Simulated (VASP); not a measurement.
Here is a VASP 6.6.1 calculation.

INCAR

```
PREC = Accurate ; ENCUT = 520
EDIFF = 1E-6 ; ISMEAR = -1
SIGMA = 0.1 ; LREAL = F
LASPH = T ; NELM = 100
ALGO = Normal ; ISIF = 2
LWAVE = F ; LCHARG = T
GGA = PE ; IVDW = 12
LELF = T ; LVHAR = T
NBANDS = 20
```

Contents of KPOINTS:

```
regular mesh
0
Gamma
  15 15 8
```

File POSCAR:

```
SnSe2
1.0
    3.5708962868      0.0000000000      0.0000000000
   -1.7854481434      3.0924868987      0.0000000000
    0.0000000000      0.0000000000      5.1536352318
Sn Se
1 2
Direct
    0.0000000000      0.0000000000      0.0000000000
    0.3333333333      0.6666666667      0.3098247267
    0.6666666667      0.3333333333      0.6901752733
```

Potentials or basis: VASP PAW PBE potentials, release 64 (Sn_d, Se).

Command:

```console
$ cat potpaw_PBE.64/Sn_d/POTCAR potpaw_PBE.64/Se/POTCAR > POTCAR
$ mpirun -np 1 vasp_std > vasp.out
```

Q: Estimate the band gap on the k mesh.

A: Zero (band 13 reaches 9.16 eV, above the bottom of band 14 at 7.56 eV).

Q: Estimate the pressure.

A: 26.0 GPa.

Forces on the atoms (eV/Å):
```
Sn   0.000  0.000  0.000
Se   0.000  0.000  0.025
Se   0.000  0.000 -0.025
```

Caveat: spin-orbit coupling is left out, which moves the levels of the heavy elements; pairwise dispersion overbinds metals, which lowers pressure and volume.
